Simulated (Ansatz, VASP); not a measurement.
## ZnHgO2: VASP beside Ansatz

```
Zn O Hg
1.0
     3.42764    0.00000    0.00000
     0.00000    3.42764    0.00000
     0.00000    0.00000    5.26673
Zn O Hg
1 2 1
Cartesian
  0.0000 0.0000 0.0000
  0.0000 1.7138 1.0718
  1.7138 0.0000 4.1950
  1.7138 1.7138 2.6334
```

Alike in both runs: task single point; functional PBE; k mesh 6 × 6 × 4; occupations fermi-dirac, width 0.02 eV; no spin polarisation.

|  | VASP | Ansatz |
| --- | --- | --- |
| version | VASP 6.6.1 | Ansatz 0.2.0 |
| potentials or method | VASP PAW PBE potentials, release 64 (Zn, O, Hg) | plane waves, PAW |
| plane-wave cutoff (eV) | 520 | 420 |
| valence electrons in the cell | 36 | 44 |

|  | VASP | Ansatz | Ansatz less VASP |
| --- | --- | --- | --- |
| pressure (GPa) | -2.1 | -2.8 | -0.73 |
| rms of the force components (eV/Å) | 0.005 | 0.005 | -0.0004 |

VASP's potentials hold 36 valence electrons a cell and Ansatz's 44, so a difference there can come from the potentials and not from the codes.

Spin-orbit coupling is off throughout.
